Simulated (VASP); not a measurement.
# TiAl (Pm-3m) in VASP: a series of runs

The runs below take TiAl through single point, with LDA, r2SCANh+D4, r2SCAN0+D4.

Program: VASP 6.6.1. These are calculated values, not measurements. Logs are shortened: lines on timing, memory, paths and dates and some standing lists are left out, and cuts for length are marked.

## (1) The cell of the first run

Symmetry: Pm-3m, No. 221, cubic system. The conventional cell has a = 3.179 Å, b = 3.179 Å, c = 3.179 Å, α = 90.00°, β = 90.00°, γ = 90.00°. Ti (site symmetry m-3m) has 8 Al at 2.75 Å and 6 Ti at 3.18 Å within 3.6 Å. Within 3.6 Å of Al (site symmetry m-3m) lie 8 Ti at 2.75 Å and 6 Al at 3.18 Å.

## (2) Single point, LDA

INCAR

```
  PREC = Accurate
  ENCUT = 500
  EDIFF = 1E-6
  ISMEAR = 0
  SIGMA = 0.15
  LREAL = False
  LASPH = True
  NELM = 120
  ALGO = Normal
  ISIF = 2
  LWAVE = False
  LCHARG = False
  GGA = CA
  NBANDS = 14
  GGA_COMPAT = False
```

KPOINTS

```
Automatic mesh
0
Gamma
  8 8 8
```

POSCAR

```
TiAl
1.0
    3.1790640000      0.0000000000      0.0000000000
    0.0000000000      3.1790640000      0.0000000000
    0.0000000000      0.0000000000      3.1790640000
Ti Al
1 1
Direct
    0.0000000000      0.0000000000      0.0000000000
    0.5000000000      0.5000000000      0.5000000000
```

Potentials or basis: VASP PAW LDA potentials, release 64 (Ti_sv, Al).

Started as:

```
$ cat potpaw_LDA.64/Ti_sv/POTCAR potpaw_LDA.64/Al/POTCAR > POTCAR
$ mpirun -np 1 vasp_std > vasp.out
```

OUTCAR:

```text
PREC = Accurate
   ENCUT = 500
   EDIFF = 1E-6
   ISMEAR = 0
   LREAL = False
   LASPH = True
   NELM = 120
   ISIF = 2
   GGA = CA

 ion  position               nearest neighbor table
   1  0.000  0.000  0.000-   2 2.75   2 2.75   2 2.75   2 2.75   2 2.75   2 2.75   2 2.75   2 2.75

   2  0.500  0.500  0.500-   1 2.75   1 2.75   1 2.75   1 2.75   1 2.75   1 2.75   1 2.75   1 2.75

  LATTYP: Found a simple cubic cell.
 ALAT       =     3.1790640000

  Lattice vectors:

 A1 = (   3.1790640000,   0.0000000000,   0.0000000000)
 A2 = (   0.0000000000,   3.1790640000,   0.0000000000)
 A3 = (   0.0000000000,   0.0000000000,   3.1790640000)

Analysis of symmetry for initial positions (statically):
=====================================================================
 Subroutine PRICEL returns:
 Original cell was already a primitive cell.

 Routine SETGRP: Setting up the symmetry group for a
 simple cubic supercell.

 Subroutine GETGRP returns: Found 48 space group operations
 (whereof 48 operations were pure point group operations)
 out of a pool of 48 trial point group operations.

The static configuration has the point symmetry O_h .

Analysis of symmetry for dynamics (positions and initial velocities):
=====================================================================
 Subroutine PRICEL returns:
 Original cell was already a primitive cell.

 Routine SETGRP: Setting up the symmetry group for a
 simple cubic supercell.

 Subroutine GETGRP returns: Found 48 space group operations
 (whereof 48 operations were pure point group operations)
 out of a pool of 48 trial point group operations.

The dynamic configuration has the point symmetry O_h .

 Subroutine INISYM returns: Found 48 space group operations
 (whereof 48 operations are pure point group operations),
 and found     1 'primitive' translations

----------------------------------------------------------------------------------------

                                     Primitive cell

  volume of cell :      32.1290

  direct lattice vectors                    reciprocal lattice vectors
     3.179064000  0.000000000  0.000000000     0.314557996  0.000000000  0.000000000
     0.000000000  3.179064000  0.000000000     0.000000000  0.314557996  0.000000000
     0.000000000  0.000000000  3.179064000     0.000000000  0.000000000  0.314557996

  length of vectors
     3.179064000  3.179064000  3.179064000     0.314557996  0.314557996  0.314557996

  position of ions in fractional coordinates (direct lattice)
     0.000000000  0.000000000  0.000000000
     0.500000000  0.500000000  0.500000000

  ion indices of the primitive-cell ions
   primitive index   ion index
                 1           1
                 2           2

----------------------------------------------------------------------------------------

 KPOINTS: Automatic mesh

Automatic generation of k-mesh.
 Grid dimensions read from file:
 generate k-points for:    8    8    8

 Generating k-lattice:

  Cartesian coordinates                     Fractional coordinates (reciprocal lattice)
     0.039319749  0.000000000  0.000000000     0.125000000  0.000000000  0.000000000
     0.000000000  0.039319749  0.000000000     0.000000000  0.125000000  0.000000000
     0.000000000  0.000000000  0.039319749     0.000000000  0.000000000  0.125000000

  Length of vectors
     0.039319749  0.039319749  0.039319749

  Shift w.r.t. Gamma in fractional coordinates (k-lattice)
     0.000000000  0.000000000  0.000000000

 Subroutine IBZKPT returns following result:
 ===========================================

 Found     35 irreducible k-points:

 Following reciprocal coordinates:
            Coordinates               Weight
  0.000000  0.000000  0.000000      1.000000
  0.125000  0.000000  0.000000      6.000000
  0.250000  0.000000  0.000000      6.000000
  0.375000  0.000000  0.000000      6.000000
  0.500000  0.000000  0.000000      3.000000
  0.125000  0.125000  0.000000     12.000000
[... 16 lines left out ...]
  0.375000  0.375000  0.125000     24.000000
  0.500000  0.375000  0.125000     24.000000
 [... further k-points ...]
   k-points           NKPTS =     35   k-points in BZ     NKDIM =     35   number of bands    NBANDS=     14
   number of dos      NEDOS =    301   number of ions     NIONS =      2
   total plane-waves  NPLWV =  13824
   dimension x,y,z NGX =    24 NGY =   24 NGZ =   24
   dimension x,y,z NGXF=    48 NGYF=   48 NGZF=   48
   ions per type =               1   1
   NGX,Y,Z   is equivalent  to a cutoff of  12.55, 12.55, 12.55 a.u.
   NGXF,Y,Z  is equivalent  to a cutoff of  25.10, 25.10, 25.10 a.u.
 SYSTEM =  unknown system
   PREC   = accura    normal or accurate (medium, high low for compatibility)
   ISTART =      0    job   : 0-new  1-cont  2-samecut
   ICHARG =      2    charge: 1-file 2-atom 10-const
   ISPIN  =      1    spin polarized calculation?
   LNONCOLLINEAR =      F non collinear calculations
   LSORBIT =      F    spin-orbit coupling
   LASPH  =      T    aspherical Exc in radial PAW
   ENCUT  =  500.0 eV  36.75 Ry    6.06 a.u.   5.80  5.80  5.80*2*pi/ulx,y,z
   NELM   =    120;   NELMIN=  2; NELMDL= -5     # of ELM steps
   EDIFF  = 0.1E-05   stopping-criterion for ELM
   LREAL  =      F    real-space projection
   EDIFFG = 0.1E-04   stopping-criterion for IOM
   NSW    =      0    number of steps for IOM
   IBRION =     -1    ionic relax: 0-MD 1-quasi-New 2-CG
   NFREE  =      0    steps in history (QN), initial steepest desc. (CG)
   ISIF   =      2    stress and relaxation
   ISYM   =      2    0-nonsym 1-usesym 2-fastsym
   POTIM  = 0.5000    time-step for ionic-motion
   TEBEG  =    0.0;   TEEND  =   0.0 temperature during run
   PSTRESS=    0.0 pullay stress
   NELECT =      15.0000    total number of electrons
   NUPDOWN=      -1.0000    fix difference up-down
   EMIN   =  10.00;   EMAX   =-10.00  energy-range for DOS
   EFERMI =   0.00;   METHOD = LEGACY
   ISMEAR =     0;   SIGMA  =   0.15  broadening in eV -4-tet -1-fermi 0-gaus
   EFERMI_NEDOS =   21; number of points for ismear=-14 and -15
   IALGO  =     38    algorithm
   IMIX   =      4    mixing-type and parameters
     AMIX     =   0.40;   BMIX     =  1.00
     AMIX_MAG =   1.60;   BMIX_MAG =  1.00
  volume/ion in A,a.u.               =      16.06       108.41
  Fermi-wavevector in a.u.,A,eV,Ry     =   1.270007  2.399964 21.945065  1.612917
  Thomas-Fermi vector in A             =   2.403017
   LORBIT       =      0    0 simple, 1 ext, 2 COOP (PROOUT), +10 PAW based schemes
   GGA     = CA    functional components
   LHFCALC =     F    Hartree Fock is set to
   AEXX    =    0.0000 exact exchange contribution
   IVDW    =     0    specifies the selected vdW correction
   LEPSILON=     F    determine dielectric tensor
   LRPA    =     F    only Hartree local field effects (RPA)
 non-spin polarized calculation
 Gauss-broadening in eV      SIGMA  =   0.15
  energy-cutoff  :      500.00
  volume of cell :       32.13
 maximum number of plane-waves:       840
 NGX is ok and might be reduce to    24
   NGX = 11   NGY = 11   NGZ = 11

 number of electron      14.9999994 magnetization

 Free energy of the ion-electron system (eV)
  ---------------------------------------------------
  ext. energy  EPLUGINS =         0.00000000
  ---------------------------------------------------
  free energy    TOTEN  =       -13.27928598 eV

  energy without entropy =      -13.24751571  energy(sigma->0) =      -13.26340085

 E-fermi :   8.5238     XC(G=0): -11.3152

 val. band max:        8.4838666586   @ k =   0.3750   0.2500   0.1250
 cond. band min:       8.5365680924   @ k =   0.3750   0.3750   0.2500
 fundamental gap:      0.0527014338
 Fermi energy:         8.5237779961

 k-point     1 :       0.0000    0.0000    0.0000
  band No.  band energies     occupation
      1     -47.6682      2.00000
      2     -24.2530      2.00000
      3     -24.2530      2.00000
      4     -24.2530      2.00000
      5      -0.6710      2.00000
      6       7.1103      2.00000
      7       7.1103      2.00000
      8      10.2737      0.00000
      9      10.2737      0.00000
     10      10.2737      0.00000
     11      12.9417      0.00000
     12      12.9417      0.00000
     13      12.9417      0.00000
     14      17.4298      0.00000

 k-point     2 :       0.1250    0.0000    0.0000
  band No.  band energies     occupation
      1     -47.6659      2.00000
      2     -24.2793      2.00000
      3     -24.2508      2.00000
      4     -24.2508      2.00000
      5      -0.4229      2.00000
      6       6.9666      2.00000
      7       7.2189      2.00000
      8       9.8980      0.00000
      9       9.8980      0.00000
     10      10.3028      0.00000
     11      12.0885      0.00000
     12      13.5009      0.00000
     13      13.5009      0.00000
     14      17.1064      0.00000

 k-point     3 :       0.2500    0.0000    0.0000
  band No.  band energies     occupation
      1     -47.6603      2.00000
      2     -24.3422      2.00000
      3     -24.2452      2.00000
      4     -24.2452      2.00000
      5       0.2997      2.00000
      6       6.2006      2.00000
      7       7.5040      2.00000
      8       9.2657      0.00000
      9       9.2657      0.00000
     10      10.3741      0.00000
     11      11.2738      0.00000
     12      14.7071      0.00000
     13      14.7071      0.00000
     14      16.3115      0.00000
[... 324 lines left out ...]
 k-point    23 :       0.3750    0.3750    0.1250
  band No.  band energies     occupation
      1     -47.6395      2.00000
      2     -24.3822      2.00000
      3     -24.3796      2.00000
      4     -24.2505      2.00000
      5       3.0511      2.00000
      6       5.9052      2.00000
      7       6.4549      2.00000
      8       8.2226      1.99548
      9       9.2153      0.00000
     10       9.4268      0.00000
     11      11.5129      0.00000
     12      12.9714      0.00000
     13      14.4281      0.00000
     14      15.7316      0.00000

 k-point    24 :       0.5000    0.3750    0.1250
  band No.  band energies     occupation
      1     -47.6372      2.00000
      2     -24.4052      2.00000
      3     -24.3775      2.00000
      4     -24.2481      2.00000
      5       3.4958      2.00000
      6       5.5826      2.00000
      7       6.6078      2.00000
      8       7.9680      2.00000
      9       9.3997      0.00000
     10       9.4173      0.00000
     11      11.3754      0.00000
     12      13.1381      0.00000
     13      13.6400      0.00000
     14      15.9187      0.00000

 [... further k-points ...]

------------------------ aborting loop because EDIFF is reached ----------------------------------------

  FORCE on cell =-STRESS in cart. coord.  units (eV):
  Direction    XX          YY          ZZ          XY          YZ          ZX
  --------------------------------------------------------------------------------------
  -------------------------------------------------------------------------------------
  Total       -1.1398742     -1.1398742     -1.1398742      0.0000000     -0.0000000      0.0000000
  in kB      -56.8420440    -56.8420440    -56.8420440      0.0000000     -0.0000000      0.0000000
  external PRESSURE =     -56.8420440 kB  Pullay stress =       0.0000000 kB

 VOLUME and BASIS-vectors are now :
 -----------------------------------------------------------------------------
  energy-cutoff  :      500.00
  volume of cell :       32.13
      direct lattice vectors                 reciprocal lattice vectors
     3.179064000  0.000000000  0.000000000     0.314557996  0.000000000  0.000000000
     0.000000000  3.179064000  0.000000000     0.000000000  0.314557996  0.000000000
     0.000000000  0.000000000  3.179064000     0.000000000  0.000000000  0.314557996

 POSITION                                       TOTAL-FORCE (eV/Angst)
 -----------------------------------------------------------------------------------
      0.00000      0.00000      0.00000         0.000000      0.000000      0.000000
      1.58953      1.58953      1.58953         0.000000      0.000000      0.000000
 -----------------------------------------------------------------------------------
    total drift:                               -0.000000      0.000000      0.000000

  FREE ENERGIE OF THE ION-ELECTRON SYSTEM (eV)
  ---------------------------------------------------
  free  energy   TOTEN  =       -13.2792859823 eV

  energy  without entropy=      -13.2475157117  energy(sigma->0) =      -13.26340085
```

Wall time 5.6 s (1 thread of AMD EPYC 9R45 (Zen 5), shared host); peak memory 0.1 GiB.

What came out:

| Property | Result |
| --- | --- |
| Free energy | -13.2793 eV |
| Pressure | -5.7 GPa |
| Band gap on the k mesh | zero (an odd number of electrons rules out a gap without spin polarisation) |

Levels at points of the mesh, in eV from the Fermi level:
| k point | band 4 | band 5 | band 6 | band 7 | band 8 | band 9 | band 10 | band 11 |
| --- | --- | --- | --- | --- | --- | --- | --- | --- |
| (0.00, 0.00, 0.00) | -32.78 | -9.19 | -1.41 | -1.41 | 1.75 | 1.75 | 1.75 | 4.42 |
| (0.50, 0.00, 0.00) | -32.76 | -5.97 | -5.12 | -0.54 | 0.11 | 0.11 | 1.95 | 2.99 |
| (0.50, 0.50, 0.00) | -32.75 | -5.00 | -2.01 | -2.01 | -1.44 | 0.67 | 0.67 | 2.74 |
| (0.50, 0.50, 0.50) | -32.91 | -3.08 | -3.08 | -3.08 | 0.57 | 2.80 | 2.80 | 3.00 |

Caveat: the cell stands under tension.

## (3) Single point, r2SCANh+D4

POSCAR is that of step 2.

INCAR.step1

```
ALGO = Normal
EDIFF = 1E-5
ENCUT = 440
GGA = PE
GGA_COMPAT = F
ISIF = 2
ISMEAR = 1
LASPH = T
LREAL = F
LWAVE = T
NBANDS = 14
NELM = 120
PREC = Accurate
SIGMA = 0.05
```

INCAR.step2

```
AEXX = 0.1
ALGO = Normal
EDIFF = 1E-6
ENCUT = 440
GGA_COMPAT = F
ISIF = 2
ISMEAR = 1
ISTART = 1
IVDW = 13
LASPH = T
LCHARG = T
LELF = T
LHFCALC = T
LMIXTAU = T
LREAL = F
LVHAR = T
LWAVE = F
METAGGA = R2SCAN
NBANDS = 14
NELM = 120
PREC = Accurate
PRECFOCK = Normal
SIGMA = 0.05
VDW_A1 = 0.4944
VDW_A2 = 5.9019
VDW_S6 = 1.0
VDW_S8 = 0.8324
```

KPOINTS

```
k-points
0
Gamma
  6 6 6
```

Potentials or basis: VASP PAW PBE potentials, release 64 (Ti_sv, Al).

Started as:

```
$ cat potpaw_PBE.64/Ti_sv/POTCAR potpaw_PBE.64/Al/POTCAR > POTCAR
$ cp INCAR.step1 INCAR
$ mpirun -np 1 vasp_std > vasp.out
$ cp INCAR.step2 INCAR
$ mpirun -np 1 vasp_std > vasp.out
```

Run time: 20 min. Hardware: 1 thread of AMD EPYC 9R45 (Zen 5), shared host; peak memory 0.13 GiB.

Results (log left out):

```
Free energy                : -21.1111 eV
Pressure                   : -3.1 GPa
Band gap on the k mesh     : zero (an odd number of electrons rules out a gap without spin polarisation)
Dispersion energy per atom : -0.113 eV
```

Levels at points of the mesh, in eV from the Fermi level:
| k point | band 3 | band 4 | band 5 | band 6 | band 7 | band 8 | band 9 | band 10 | band 11 | band 12 |
| --- | --- | --- | --- | --- | --- | --- | --- | --- | --- | --- |
| (0.00, 0.00, 0.00) | -35.94 | -35.94 | -10.77 | -2.23 | -2.23 | 2.31 | 2.31 | 2.31 | 4.66 | 4.66 |
| (0.50, 0.00, 0.00) | -35.93 | -35.93 | -7.21 | -6.34 | -1.21 | 0.36 | 0.36 | 2.54 | 3.21 | 6.74 |
| (0.50, 0.50, 0.00) | -36.11 | -35.91 | -5.90 | -2.99 | -2.99 | -2.22 | 1.05 | 1.05 | 2.92 | 5.07 |
| (0.50, 0.50, 0.50) | -36.09 | -36.09 | -3.82 | -3.82 | -3.82 | 0.85 | 2.86 | 2.86 | 2.86 | 2.99 |

Caveat: the cell stands under tension; the PAW data sets were made with another functional, which shifts forces and pressure a little.

(Continued in part 2 of 2.)

The gap in the log of VASP goes by the Fermi energy; the results here count the filled bands.